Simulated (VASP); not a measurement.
# NaF (Pm) in VASP: single point with LDA

Aim: the single point of NaF with LDA.

Program: VASP 6.6.1. These are calculated values, not measurements. Logs are shortened: lines on timing, memory, paths and dates and some standing lists are left out, and cuts for length are marked.

### Step 1. The cell of the first run

The structure is monoclinic, space group Pm (No. 6). The conventional cell has a = 5.621 Å, b = 3.279 Å, c = 5.644 Å, α = 90.00°, β = 119.35°, γ = 90.00°. Na (site symmetry m) has 4 F at 2.18 to 2.23 Å within 2.9 Å. Na (site symmetry m) has 5 F at 2.23 to 2.37 Å and 2 Na at 3.09 to 3.10 Å within 3.1 Å. Na (site symmetry m) has 5 F at 2.23 to 2.37 Å and 2 Na at 3.09 to 3.10 Å within 3.1 Å. F (site symmetry m) has 4 Na at 2.18 to 2.23 Å within 2.9 Å. Within 4.0 Å of F (site symmetry m) lie 8 Na at 2.23 to 3.97 Å and 11 F at 3.10 to 3.83 Å. Within 4.0 Å of F (site symmetry m) lie 8 Na at 2.23 to 3.97 Å and 11 F at 3.10 to 3.82 Å.

### Step 2. Single point, LDA

Input file POSCAR:

```
NaF
1.0
    5.6213085373      0.0000000000      0.0212946156
    0.0000000000      3.2794847508      0.0000000000
   -2.7848813878      0.0000000000      4.9085318472
Na F
3 3
Direct
    0.5412846351      0.5000000000      0.8738900002
    0.8343561579      0.0000000000      0.5416447928
    0.2087970779      0.0000000000      0.1671403566
    0.7937653956      0.0000000000      0.1278318191
    0.1245863474      0.5000000000      0.8311590584
    0.4972103861      0.5000000000      0.4583339728
```

Input file INCAR.step1:

```
SYSTEM = NaF
PREC = Accurate
ENCUT = 520
EDIFF = 1E-6
ISMEAR = 0
SIGMA = 0.02
LREAL = .False.
LASPH = .True.
NELM = 60
ALGO = Normal
ISIF = 2
LWAVE = .False.
LCHARG = .True.
NBANDS = 30
```

Input file KPOINTS.step1:

```
Automatic mesh
0
Gamma
  6 8 6
  0 0 0
```

Input file INCAR.step2:

```
SYSTEM = NaF
PREC = Accurate
ENCUT = 520
EDIFF = 1E-6
ISMEAR = -5
SIGMA = 0.02
LREAL = .False.
LASPH = .True.
NELM = 60
ALGO = Normal
ISIF = 2
LWAVE = .False.
LCHARG = .False.
LORBIT = 10
NEDOS = 2001
ICHARG = 11
```

Input file KPOINTS.step2:

```
Automatic mesh
0
Gamma
  9 12 9
  0 0 0
```

Potentials or basis: VASP PAW LDA potentials, release 64 (Na_pv, F).

Command:

```
$ cat potpaw_LDA.64/Na_pv/POTCAR potpaw_LDA.64/F/POTCAR > POTCAR
$ cp INCAR.step1 INCAR
$ cp KPOINTS.step1 KPOINTS
$ mpirun -np 1 vasp_std > vasp.out
$ cp INCAR.step2 INCAR
$ cp KPOINTS.step2 KPOINTS
$ mpirun -np 1 vasp_std > vasp.out
```

OUTCAR:

```text
SYSTEM = NaF
   PREC = Accurate
   ENCUT = 520
   EDIFF = 1E-6
   ISMEAR = -5
   LREAL = .False.
   LASPH = .True.
   NELM = 60
   ISIF = 2
   LORBIT = 10
   ICHARG = 11

 ion  position               nearest neighbor table
   1  0.541  0.500  0.874-   4 2.18   4 2.18   5 2.23   6 2.23
   2  0.834  0.000  0.542-   4 2.23   5 2.33   5 2.33
   3  0.209  0.000  0.167-   4 2.23   6 2.33   6 2.33
   4  0.794  0.000  0.128-   1 2.18   1 2.18   2 2.23   3 2.23
   5  0.125  0.500  0.831-   1 2.23   2 2.33   2 2.33
   6  0.497  0.500  0.458-   1 2.23   3 2.33   3 2.33

  LATTYP: Found a simple monoclinic cell.
 ALAT       =     5.6213488712
 B/A-ratio  =     0.5833981889
 C/A-ratio  =     1.0039430105
 COS(beta)  =    -0.4901674924

  Lattice vectors:

 A1 = (   5.6213085373,   0.0000000000,   0.0212946156)
 A2 = (   0.0000000000,   3.2794847508,   0.0000000000)
 A3 = (  -2.7848813878,   0.0000000000,   4.9085318472)

Analysis of symmetry for initial positions (statically):
=====================================================================
 Subroutine PRICEL returns:
 Original cell was already a primitive cell.

 Routine SETGRP: Setting up the symmetry group for a
 simple monoclinic supercell.

 Subroutine GETGRP returns: Found  2 space group operations
 (whereof  2 operations were pure point group operations)
 out of a pool of  4 trial point group operations.

The static configuration has the point symmetry C_1h.

Analysis of symmetry for dynamics (positions and initial velocities):
=====================================================================
 Subroutine PRICEL returns:
 Original cell was already a primitive cell.

 Routine SETGRP: Setting up the symmetry group for a
 simple monoclinic supercell.

 Subroutine GETGRP returns: Found  2 space group operations
 (whereof  2 operations were pure point group operations)
 out of a pool of  4 trial point group operations.

The dynamic configuration has the point symmetry C_1h.

 Subroutine INISYM returns: Found  2 space group operations
 (whereof  2 operations are pure point group operations),
 and found     1 'primitive' translations

----------------------------------------------------------------------------------------

                                     Primitive cell

  volume of cell :      90.6832

  direct lattice vectors                    reciprocal lattice vectors
     5.621308537  0.000000000  0.021294616     0.177513003  0.000000000  0.100712937
     0.000000000  3.279484751  0.000000000     0.000000000  0.304925949  0.000000000
    -2.784881388  0.000000000  4.908531847    -0.000770102  0.000000000  0.203289983

  length of vectors
     5.621348871  3.279484751  5.643513909     0.204093022  0.304925949  0.203291442

  position of ions in fractional coordinates (direct lattice)
     0.541284635  0.500000000  0.873890000
     0.834356158  0.000000000  0.541644793
     0.208797078  0.000000000  0.167140357
     0.793765396  0.000000000  0.127831819
     0.124586347  0.500000000  0.831159058
     0.497210386  0.500000000  0.458333973

  ion indices of the primitive-cell ions
   primitive index   ion index
                 1           1
                 2           2
                 3           3
                 4           4
                 5           5
                 6           6

----------------------------------------------------------------------------------------

 KPOINTS: Automatic mesh

Automatic generation of k-mesh.
 Grid dimensions read from file:
 generate k-points for:    9   12    9

 Generating k-lattice:

  Cartesian coordinates                     Fractional coordinates (reciprocal lattice)
     0.019723667  0.000000000  0.011190326     0.111111111  0.000000000  0.000000000
     0.000000000  0.025410496  0.000000000     0.000000000  0.083333333  0.000000000
    -0.000085567  0.000000000  0.022587776     0.000000000  0.000000000  0.111111111

  Length of vectors
     0.022677002  0.025410496  0.022587938

  Shift w.r.t. Gamma in fractional coordinates (k-lattice)
     0.000000000  0.000000000  0.000000000

 TETIRR: Found   2898 inequivalent tetrahedra from     5832

 Subroutine IBZKPT returns following result:
 ===========================================

 Found    287 irreducible k-points:

 Following reciprocal coordinates:
            Coordinates               Weight
  0.000000  0.000000  0.000000      1.000000
  0.111111  0.000000  0.000000      2.000000
  0.222222  0.000000 -0.000000      2.000000
  0.333333  0.000000 -0.000000      2.000000
  0.444444  0.000000 -0.000000      2.000000
  0.000000  0.083333  0.000000      2.000000
[... 16 lines left out ...]
  0.222222  0.333333 -0.000000      4.000000
  0.333333  0.333333 -0.000000      4.000000
 [... further k-points ...]
   k-points           NKPTS =    287   k-points in BZ     NKDIM =    287   number of bands    NBANDS=     25
   number of dos      NEDOS =   2001   number of ions     NIONS =      6
   total plane-waves  NPLWV =  42336
   dimension x,y,z NGX =    42 NGY =   24 NGZ =   42
   dimension x,y,z NGXF=    84 NGYF=   48 NGZF=   84
   ions per type =               3   3
   NGX,Y,Z   is equivalent  to a cutoff of  12.42, 12.17, 12.37 a.u.
   NGXF,Y,Z  is equivalent  to a cutoff of  24.84, 24.33, 24.74 a.u.
 SYSTEM =  NaF
   PREC   = accura    normal or accurate (medium, high low for compatibility)
   ISTART =      0    job   : 0-new  1-cont  2-samecut
   ICHARG =     11    charge: 1-file 2-atom 10-const
   ISPIN  =      1    spin polarized calculation?
   LNONCOLLINEAR =      F non collinear calculations
   LSORBIT =      F    spin-orbit coupling
   LASPH  =      T    aspherical Exc in radial PAW
   ENCUT  =  520.0 eV  38.22 Ry    6.18 a.u.  10.45  6.10 10.49*2*pi/ulx,y,z
   NELM   =     60;   NELMIN=  2; NELMDL=  0     # of ELM steps
   EDIFF  = 0.1E-05   stopping-criterion for ELM
   LREAL  =      F    real-space projection
[... 7 lines left out ...]
   TEBEG  =    0.0;   TEEND  =   0.0 temperature during run
   PSTRESS=    0.0 pullay stress
   NELECT =      42.0000    total number of electrons
   NUPDOWN=      -1.0000    fix difference up-down
   EMIN   =  10.00;   EMAX   =-10.00  energy-range for DOS
   EFERMI =   0.00;   METHOD = LEGACY
   ISMEAR =    -5;   SIGMA  =   0.02  broadening in eV -4-tet -1-fermi 0-gaus
   EFERMI_NEDOS =   21; number of points for ismear=-14 and -15
   IALGO  =     38    algorithm
   IMIX   =      4    mixing-type and parameters
     AMIX     =   0.40;   BMIX     =  1.00
     AMIX_MAG =   1.60;   BMIX_MAG =  1.00
  volume/ion in A,a.u.               =      15.11       101.99
  Fermi-wavevector in a.u.,A,eV,Ry     =   1.266627  2.393579 21.828441  1.604345
  Thomas-Fermi vector in A             =   2.399818
   LORBIT       =     10    0 simple, 1 ext, 2 COOP (PROOUT), +10 PAW based schemes
   GGA     = CA    functional components
   LHFCALC =     F    Hartree Fock is set to
   AEXX    =    0.0000 exact exchange contribution
   IVDW    =     0    specifies the selected vdW correction
   LEPSILON=     F    determine dielectric tensor
   LRPA    =     F    only Hartree local field effects (RPA)
 non-spin polarized calculation
 Fermi weights with tetrahedron method with Bloechl corrections
  energy-cutoff  :      520.00
  volume of cell :       90.68
 maximum number of plane-waves:      2472
 NGX is ok and might be reduce to    42

 number of electron      41.9999998 magnetization

 Free energy of the ion-electron system (eV)
  ---------------------------------------------------
  ext. energy  EPLUGINS =         0.00000000
  ---------------------------------------------------
  free energy    TOTEN  =       -27.16587598 eV

  energy without entropy =      -27.16587598  energy(sigma->0) =      -27.16587598

 E-fermi :  -3.2260     XC(G=0):  -8.8709

 val. band max:       -3.2397849616   @ k =   0.0000   0.0000   0.0000
 cond. band min:       1.8759097568   @ k =   0.0000   0.0000   0.0000
 fundamental gap:      5.1156947185
 Fermi energy:        -3.2260402107

 k-point     1 :       0.0000    0.0000    0.0000
  band No.  band energies     occupation
      1     -22.8235      2.00000
      2     -22.8002      2.00000
      3     -22.4631      2.00000
      4     -22.4329      2.00000
      5     -22.3877      2.00000
      6     -22.3658      2.00000
[... 17 lines left out ...]
     24       7.3552      0.00000
     25       7.6301      0.00000

 k-point     2 :       0.1111    0.0000    0.0000
  band No.  band energies     occupation
      1     -22.8237      2.00000
      2     -22.7938      2.00000
      3     -22.4611      2.00000
      4     -22.4348      2.00000
      5     -22.3870      2.00000
      6     -22.3805      2.00000
[... 17 lines left out ...]
     24       7.1373      0.00000
     25       7.7686      0.00000

 k-point     3 :       0.2222    0.0000   -0.0000
  band No.  band energies     occupation
      1     -22.8155      2.00000
      2     -22.7830      2.00000
      3     -22.4959      2.00000
      4     -22.4427      2.00000
      5     -22.4038      2.00000
      6     -22.3850      2.00000
[... 552 lines left out ...]
 k-point    23 :       0.2222    0.3333   -0.0000
  band No.  band energies     occupation
      1     -22.7954      2.00000
      2     -22.7114      2.00000
      3     -22.6286      2.00000
      4     -22.4547      2.00000
      5     -22.4435      2.00000
      6     -22.4327      2.00000
[... 17 lines left out ...]
     24       7.5486      0.00000
     25       8.0218      0.00000

 k-point    24 :       0.3333    0.3333   -0.0000
  band No.  band energies     occupation
      1     -22.7865      2.00000
      2     -22.7146      2.00000
      3     -22.6446      2.00000
      4     -22.4600      2.00000
      5     -22.4443      2.00000
      6     -22.4247      2.00000
[... 17 lines left out ...]
     24       7.4022      0.00000
     25       8.2129      0.00000

 [... further k-points ...]

------------------------ aborting loop because EDIFF is reached ----------------------------------------

  FORCE on cell =-STRESS in cart. coord.  units (eV):
  Direction    XX          YY          ZZ          XY          YZ          ZX
  --------------------------------------------------------------------------------------
  -------------------------------------------------------------------------------------
  Total       -2.4186565     -2.6798443     -2.7036951      0.0000000      0.0000000     -0.1999756
  in kB      -42.7324425    -47.3470672    -47.7684596      0.0000000      0.0000000     -3.5331378
  external PRESSURE =     -45.9493231 kB  Pullay stress =       0.0000000 kB

 VOLUME and BASIS-vectors are now :
 -----------------------------------------------------------------------------
  energy-cutoff  :      520.00
  volume of cell :       90.68
      direct lattice vectors                 reciprocal lattice vectors
     5.621308537  0.000000000  0.021294616     0.177513003  0.000000000  0.100712937
     0.000000000  3.279484751  0.000000000     0.000000000  0.304925949  0.000000000
    -2.784881388  0.000000000  4.908531847    -0.000770102  0.000000000  0.203289983

 POSITION                                       TOTAL-FORCE (eV/Angst)
 -----------------------------------------------------------------------------------
      0.60905      1.63974      4.30104         0.027902      0.000000      0.051151
      3.18176      0.00000      2.67645        -0.013898      0.000000     -0.022859
      0.70825      0.00000      0.82486        -0.015549      0.000000     -0.022016
      4.10600      0.00000      0.64437        -0.030462      0.000000     -0.055715
     -1.61434      1.63974      4.08242        -0.016855      0.000000      0.043224
      1.51857      1.63974      2.26033         0.048862      0.000000      0.006216
 -----------------------------------------------------------------------------------
    total drift:                                0.001090      0.000000      0.002048

  FREE ENERGIE OF THE ION-ELECTRON SYSTEM (eV)
  ---------------------------------------------------
  free  energy   TOTEN  =       -27.1658759818 eV

  energy  without entropy=      -27.1658759818  energy(sigma->0) =      -27.16587598

 total charge

# of ion       s       p       d       tot
------------------------------------------
    1        0.056   5.996   0.000   6.052
    2        0.047   5.986   0.000   6.033
    3        0.047   5.986   0.000   6.033
    4        1.720   4.349   0.000   6.069
    5        1.719   4.339   0.000   6.058
    6        1.719   4.339   0.000   6.058
--------------------------------------------------
tot          5.310  30.994   0.000  36.304
```

Run time: 6.9 min. Hardware: 1 thread of Intel Xeon Platinum 8488C (Sapphire Rapids), shared host; peak memory 0.52 GiB.

What came out:

```yaml
Valence_electrons_inside_the_program's_atomic_spheres: Na 6.05, 6.03 (each value once); F 6.07, 6.06 (each value once)
```
